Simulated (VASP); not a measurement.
Input of a VASP 6.6.1 run:

Contents of INCAR:

```
PREC = Accurate
ENCUT = 520
EDIFF = 1E-6
ISMEAR = 0
SIGMA = 0.2
LREAL = False
LASPH = True
NELM = 60
ALGO = Normal
ISIF = 2
LWAVE = False
LCHARG = True
GGA = PE
LELF = True
LVHAR = True
NBANDS = 44
```

KPOINTS

```
Automatic mesh
0
Gamma
  6 6 6
```

The input POSCAR:

```
Ti4N3O
1.0
    4.2545000000      0.0000000000      0.0000000000
    0.0000000000      4.2545000000      0.0000000000
    0.0000000000      0.0000000000      4.2545000000
Ti N O
4 3 1
Direct
    0.0000000000      0.0000000000      0.0000000000
    0.5000000000      0.0000000000      0.5000000000
    0.0000000000      0.5000000000      0.5000000000
    0.5000000000      0.5000000000      0.0000000000
    0.0000000000      0.5000000000      0.0000000000
    0.5000000000      0.0000000000      0.0000000000
    0.0000000000      0.0000000000      0.5000000000
    0.5000000000      0.5000000000      0.5000000000
```

Potentials or basis: VASP PAW PBE potentials, release 64 (Ti_sv, N, O).

The run is started by

```console
$ cat potpaw_PBE.64/Ti_sv/POTCAR potpaw_PBE.64/N/POTCAR potpaw_PBE.64/O/POTCAR > POTCAR
$ mpirun -np 1 vasp_std > vasp.out
```

(1) Predict the pressure.

(2) Predict the band gap on the k mesh.

Results:

(1) 0.3 GPa.

(2) zero (an odd number of electrons rules out a gap without spin polarisation).

Caveat: an odd number of electrons without spin polarisation forces a metal; a magnetic or distorted state may lie lower.
